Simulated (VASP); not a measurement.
# La (Im-3m) in VASP: notebook

Runs on La. Level: r2SCAN. Tasks: single point, relaxation of cell and atoms.

Everything below comes from runs of VASP 6.6.1. Logs are shortened: lines on timing, memory, paths and dates and some standing lists are left out, and cuts for length are marked.

### Step 1. The cell of the first run

Symmetry: Im-3m, No. 229, cubic system. Conventional cell: a = 4.244 Å, b = 4.244 Å, c = 4.244 Å, α = 90.00°, β = 90.00°, γ = 90.00°. La (site symmetry m-3m) has 14 La at 3.68 to 4.24 Å within 4.8 Å.

### Step 2. Single point, r2SCAN

Input file POSCAR:

```
La
1.0
    4.2438518149      0.0000000000      0.0000000000
    0.0000000000      4.2438518149      0.0000000000
    0.0000000000      0.0000000000      4.2438518149
La
2
Direct
    0.0000000000      0.0000000000      0.0000000000
    0.5000000000      0.5000000000      0.5000000000
```

Input file INCAR.step1:

```
ALGO = Normal ; EDIFF = 1E-4
ENCUT = 520 ; GGA = PE
ISMEAR = -1 ; LASPH = True
LCHARG = False ; LREAL = False
LWAVE = True ; NBANDS = 18
NELM = 100 ; PREC = Accurate
SIGMA = 0.05
```

Input file INCAR.step2:

```
ALGO = Normal ; EDIFF = 1E-7
ENCUT = 520 ; ISIF = 2
ISMEAR = -1 ; ISTART = 1
LASPH = True ; LCHARG = False
LMIXTAU = True ; LREAL = False
LWAVE = False ; METAGGA = R2SCAN
NBANDS = 18 ; NELM = 100
PREC = Accurate ; SIGMA = 0.05
```

Input file KPOINTS:

```
k-points
0
Gamma
  5 5 5
```

Potentials or basis: VASP PAW PBE potentials, release 64 (La).

Launch:

```
$ cat potpaw_PBE.64/La/POTCAR > POTCAR
$ cp INCAR.step1 INCAR
$ mpirun -np 1 vasp_std > vasp.out
$ cp INCAR.step2 INCAR
$ mpirun -np 1 vasp_std > vasp.out
```

OUTCAR:

```text
EDIFF = 1E-7
   ENCUT = 520
   ISIF = 2
   ISMEAR = -1
   ISTART = 1
   LASPH = True
   LREAL = False
   METAGGA = R2SCAN
   NELM = 100
   PREC = Accurate

 ion  position               nearest neighbor table
   1  0.000  0.000  0.000-   2 3.68   2 3.68   2 3.68   2 3.68   2 3.68   2 3.68   2 3.68   2 3.68

   2  0.500  0.500  0.500-   1 3.68   1 3.68   1 3.68   1 3.68   1 3.68   1 3.68   1 3.68   1 3.68

  LATTYP: Found a simple cubic cell.
 ALAT       =     4.2438518149

  Lattice vectors:

 A1 = (   4.2438518149,   0.0000000000,   0.0000000000)
 A2 = (   0.0000000000,   4.2438518149,   0.0000000000)
 A3 = (   0.0000000000,   0.0000000000,   4.2438518149)

Analysis of symmetry for initial positions (statically):
=====================================================================
 Subroutine PRICEL returns following result:

  LATTYP: Found a body centered cubic cell.
 ALAT       =     4.2438518149

  Lattice vectors:

 A1 = (   2.1219259075,   2.1219259075,  -2.1219259074)
 A2 = (  -2.1219259075,   2.1219259074,   2.1219259074)
 A3 = (   2.1219259075,  -2.1219259074,   2.1219259075)

   2 primitive cells build up your supercell.

 Routine SETGRP: Setting up the symmetry group for a
 simple cubic supercell.

 Subroutine GETGRP returns: Found 48 space group operations
 (whereof 48 operations were pure point group operations)
 out of a pool of 48 trial point group operations.

The static configuration has the point symmetry O_h .

Analysis of symmetry for dynamics (positions and initial velocities):
=====================================================================
 Subroutine PRICEL returns following result:

  LATTYP: Found a body centered cubic cell.
 ALAT       =     4.2438518149

  Lattice vectors:

 A1 = (   2.1219259075,   2.1219259075,  -2.1219259074)
 A2 = (  -2.1219259075,   2.1219259074,   2.1219259074)
 A3 = (   2.1219259075,  -2.1219259074,   2.1219259075)

   2 primitive cells build up your supercell.

 Routine SETGRP: Setting up the symmetry group for a
 simple cubic supercell.

 Subroutine GETGRP returns: Found 48 space group operations
 (whereof 48 operations were pure point group operations)
 out of a pool of 48 trial point group operations.

The dynamic configuration has the point symmetry O_h .

 Subroutine INISYM returns: Found 48 space group operations
 (whereof 48 operations are pure point group operations),
 and found     2 'primitive' translations

----------------------------------------------------------------------------------------

                                     Primitive cell

  volume of cell :      38.2165

  direct lattice vectors                    reciprocal lattice vectors
     2.121925907  2.121925907 -2.121925907     0.235634995  0.235634995  0.000000000
    -2.121925907  2.121925907  2.121925907    -0.000000000  0.235634995  0.235634995
     2.121925907 -2.121925907  2.121925907     0.235634995  0.000000000  0.235634995

  length of vectors
     3.675283482  3.675283482  3.675283482     0.333238205  0.333238205  0.333238205

  position of ions in fractional coordinates (direct lattice)
     0.000000000  0.000000000  0.000000000

  ion indices of the primitive-cell ions
   primitive index   ion index
                 1           1

----------------------------------------------------------------------------------------

 KPOINTS: k-points

Automatic generation of k-mesh.
 Grid dimensions read from file:
 generate k-points for:    5    5    5

 Generating k-lattice:

  Cartesian coordinates                     Fractional coordinates (reciprocal lattice)
     0.047126999  0.000000000  0.000000000     0.200000000  0.000000000  0.000000000
     0.000000000  0.047126999  0.000000000     0.000000000  0.200000000  0.000000000
     0.000000000  0.000000000  0.047126999     0.000000000  0.000000000  0.200000000

  Length of vectors
     0.047126999  0.047126999  0.047126999

  Shift w.r.t. Gamma in fractional coordinates (k-lattice)
     0.000000000  0.000000000  0.000000000

 Subroutine IBZKPT returns following result:
 ===========================================

 Found     10 irreducible k-points:

 Following reciprocal coordinates:
            Coordinates               Weight
  0.000000  0.000000  0.000000      1.000000
  0.200000  0.000000  0.000000      6.000000
  0.400000  0.000000  0.000000      6.000000
  0.200000  0.200000  0.000000     12.000000
  0.400000  0.200000  0.000000     24.000000
  0.400000  0.400000  0.000000     12.000000
  0.200000  0.200000  0.200000      8.000000
  0.400000  0.200000  0.200000     24.000000
  0.400000  0.400000  0.200000     24.000000
  0.400000  0.400000  0.400000      8.000000
   k-points           NKPTS =     10   k-points in BZ     NKDIM =     10   number of bands    NBANDS=     18
   number of dos      NEDOS =    301   number of ions     NIONS =      2
   total plane-waves  NPLWV =  32768
   dimension x,y,z NGX =    32 NGY =   32 NGZ =   32
   dimension x,y,z NGXF=    64 NGYF=   64 NGZF=   64
   ions per type =               2
   NGX,Y,Z   is equivalent  to a cutoff of  12.54, 12.54, 12.54 a.u.
   NGXF,Y,Z  is equivalent  to a cutoff of  25.07, 25.07, 25.07 a.u.
 SYSTEM =  unknown system
   PREC   = accura    normal or accurate (medium, high low for compatibility)
   ISTART =      1    job   : 0-new  1-cont  2-samecut
   ICHARG =      0    charge: 1-file 2-atom 10-const
   ISPIN  =      1    spin polarized calculation?
   LNONCOLLINEAR =      F non collinear calculations
   LSORBIT =      F    spin-orbit coupling
   LASPH  =      T    aspherical Exc in radial PAW
   ENCUT  =  520.0 eV  38.22 Ry    6.18 a.u.   7.89  7.89  7.89*2*pi/ulx,y,z
   NELM   =    100;   NELMIN=  2; NELMDL=  0     # of ELM steps
   EDIFF  = 0.1E-06   stopping-criterion for ELM
   LREAL  =      F    real-space projection
   EDIFFG = 0.1E-05   stopping-criterion for IOM
   NSW    =      0    number of steps for IOM
   IBRION =     -1    ionic relax: 0-MD 1-quasi-New 2-CG
   NFREE  =      0    steps in history (QN), initial steepest desc. (CG)
   ISIF   =      2    stress and relaxation
   ISYM   =      2    0-nonsym 1-usesym 2-fastsym
   POTIM  = 0.5000    time-step for ionic-motion
   TEBEG  =    0.0;   TEEND  =   0.0 temperature during run
   PSTRESS=    0.0 pullay stress
   NELECT =      22.0000    total number of electrons
   NUPDOWN=      -1.0000    fix difference up-down
   EMIN   =  10.00;   EMAX   =-10.00  energy-range for DOS
   EFERMI =   0.00;   METHOD = LEGACY
   ISMEAR =    -1;   SIGMA  =   0.05  broadening in eV -4-tet -1-fermi 0-gaus
   EFERMI_NEDOS =   21; number of points for ismear=-14 and -15
   IALGO  =     38    algorithm
   IMIX   =      4    mixing-type and parameters
     AMIX     =   0.40;   BMIX     =  1.00
     AMIX_MAG =   1.60;   BMIX_MAG =  1.00
  volume/ion in A,a.u.               =      38.22       257.90
  Fermi-wavevector in a.u.,A,eV,Ry     =   1.080908  2.042620 15.896540  1.168363
  Thomas-Fermi vector in A             =   2.216911
   LORBIT       =      0    0 simple, 1 ext, 2 COOP (PROOUT), +10 PAW based schemes
   METAGGA = R2SCAN    functional components
   LHFCALC =     F    Hartree Fock is set to
   AEXX    =    0.0000 exact exchange contribution
   IVDW    =     0    specifies the selected vdW correction
   LEPSILON=     F    determine dielectric tensor
   LRPA    =     F    only Hartree local field effects (RPA)
 non-spin polarized calculation
  energy-cutoff  :      520.00
  volume of cell :       76.43
 maximum number of plane-waves:      2103
 NGX is ok and might be reduce to    32
   NGX = 15   NGY = 15   NGZ = 15

 number of electron      21.9999994 magnetization

 Free energy of the ion-electron system (eV)
  ---------------------------------------------------
  ext. energy  EPLUGINS =         0.00000000
  ---------------------------------------------------
  free energy    TOTEN  =       -59.30082679 eV

  energy without entropy =      -59.24549735  energy(sigma->0) =      -59.27316207

 E-fermi :   7.7206     XC(G=0): -10.1044

 val. band max:        7.6986854732   @ k =   0.4000   0.2000   0.2000
 cond. band min:       7.7327028938   @ k =   0.4000   0.4000   0.2000
 fundamental gap:      0.0340174205
 Fermi energy:         7.7205968533

 k-point     1 :       0.0000    0.0000    0.0000
  band No.  band energies     occupation
      1     -26.4479      2.00000
      2     -26.1096      2.00000
      3      -9.8725      2.00000
      4      -9.8725      2.00000
      5      -9.8725      2.00000
      6      -9.0049      2.00000
[... 10 lines left out ...]
     17       9.4515      0.00000
     18       9.6409      0.00000

 k-point     2 :       0.2000    0.0000    0.0000
  band No.  band energies     occupation
      1     -26.4109      2.00000
      2     -26.1367      2.00000
      3      -9.8902      2.00000
      4      -9.7886      2.00000
      5      -9.7886      2.00000
      6      -9.1997      2.00000
[... 10 lines left out ...]
     17       9.6884      0.00000
     18       9.6930      0.00000

 k-point     3 :       0.4000    0.0000    0.0000
  band No.  band energies     occupation
      1     -26.3184      2.00000
      2     -26.2134      2.00000
      3      -9.8383      2.00000
      4      -9.5810      2.00000
      5      -9.5693      2.00000
      6      -9.5693      2.00000
[... 10 lines left out ...]
     17       9.4926      0.00000
     18       9.5642      0.00000

 k-point     4 :       0.2000    0.2000    0.0000
  band No.  band energies     occupation
      1     -26.3796      2.00000
      2     -26.1573      2.00000
      3     -10.0343      2.00000
      4      -9.7174      2.00000
      5      -9.5986      2.00000
      6      -9.4972      2.00000
[... 10 lines left out ...]
     17       9.6925      0.00000
     18       9.7469      0.00000

 k-point     5 :       0.4000    0.2000    0.0000
  band No.  band energies     occupation
      1     -26.3023      2.00000
      2     -26.2172      2.00000
      3     -10.0804      2.00000
      4      -9.8819      2.00000
      5      -9.5341      2.00000
      6      -9.3440      2.00000
[... 10 lines left out ...]
     17       9.7296      0.00000
     18       9.7462      0.00000

 k-point     6 :       0.4000    0.4000    0.0000
  band No.  band energies     occupation
      1     -26.2660      2.00000
      2     -26.2334      2.00000
      3     -10.2804      2.00000
      4     -10.2075      2.00000
      5      -9.4509      2.00000
      6      -9.3670      2.00000
[... 10 lines left out ...]
     17       9.8189      0.00000
     18       9.8206      0.00000

 k-point     7 :       0.2000    0.2000    0.2000
  band No.  band energies     occupation
      1     -26.3529      2.00000
      2     -26.1727      2.00000
      3      -9.9379      2.00000
      4      -9.9379      2.00000
      5      -9.6810      2.00000
      6      -9.3920      2.00000
[... 10 lines left out ...]
     17       9.7939      0.00000
     18       9.7948      0.00000

 k-point     8 :       0.4000    0.2000    0.2000
  band No.  band energies     occupation
      1     -26.2881      2.00000
      2     -26.2191      2.00000
      3     -10.0773      2.00000
      4      -9.9689      2.00000
      5      -9.6836      2.00000
      6      -9.3670      2.00000
[... 10 lines left out ...]
     17       9.6610      0.00000
     18       9.8069      0.00000

 k-point     9 :       0.4000    0.4000    0.2000
  band No.  band energies     occupation
      1     -26.2569      2.00000
      2     -26.2305      2.00000
      3     -10.1660      2.00000
      4     -10.1392      2.00000
      5      -9.6140      2.00000
      6      -9.4397      2.00000
[... 10 lines left out ...]
     17       9.8099      0.00000
     18       9.8421      0.00000

 k-point    10 :       0.4000    0.4000    0.4000
  band No.  band energies     occupation
      1     -26.2391      2.00000
      2     -26.2289      2.00000
      3     -10.0085      2.00000
      4      -9.8611      2.00000
      5      -9.8611      2.00000
      6      -9.4733      2.00000
[... 10 lines left out ...]
     17       9.8853      0.00000
     18       9.9203      0.00000

------------------------ aborting loop because EDIFF is reached ----------------------------------------

  FORCE on cell =-STRESS in cart. coord.  units (eV):
  Direction    XX          YY          ZZ          XY          YZ          ZX
  --------------------------------------------------------------------------------------
  -------------------------------------------------------------------------------------
  Total        0.0277955      0.0277955      0.0277955     -0.0000000     -0.0000000      0.0000000
  in kB        0.5826461      0.5826461      0.5826461     -0.0000000     -0.0000000      0.0000000
  external PRESSURE =       0.5826461 kB  Pullay stress =       0.0000000 kB

 VOLUME and BASIS-vectors are now :
 -----------------------------------------------------------------------------
  energy-cutoff  :      520.00
  volume of cell :       76.43
      direct lattice vectors                 reciprocal lattice vectors
     4.243851815  0.000000000  0.000000000     0.235634995  0.000000000  0.000000000
     0.000000000  4.243851815  0.000000000     0.000000000  0.235634995  0.000000000
     0.000000000  0.000000000  4.243851815     0.000000000  0.000000000  0.235634995

 POSITION                                       TOTAL-FORCE (eV/Angst)
 -----------------------------------------------------------------------------------
      0.00000      0.00000      0.00000         0.000000      0.000000      0.000000
      2.12193      2.12193      2.12193        -0.000000     -0.000000     -0.000000
 -----------------------------------------------------------------------------------
    total drift:                               -0.000000      0.000000      0.000000

  FREE ENERGIE OF THE ION-ELECTRON SYSTEM (eV)
  ---------------------------------------------------
  free  energy   TOTEN  =       -59.3008267946 eV

  energy  without entropy=      -59.2454973465  energy(sigma->0) =      -59.27316207
```

Wall time 84 s (1 thread of AMD EPYC 7R43 (Zen 3), shared host); peak memory 0.15 GiB.

Results:

- Free energy: -59.3008 eV
- Pressure: 0.1 GPa
- Band gap on the k mesh: zero (band 11 reaches 7.77 eV, above the bottom of band 12 at 7.70 eV)

Levels at points of the mesh, in eV from the Fermi level:
| k point | band 9 | band 10 | band 11 | band 12 | band 13 | band 14 |
| --- | --- | --- | --- | --- | --- | --- |
| (0.00, 0.00, 0.00) | -3.39 | -2.06 | -2.06 | 1.68 | 1.68 | 1.68 |

Caveat: the PAW data sets were made with another functional, which shifts forces and pressure a little; spin-orbit coupling is left out, which moves the levels of the heavy elements.

(Continued in part 2 of 2.)
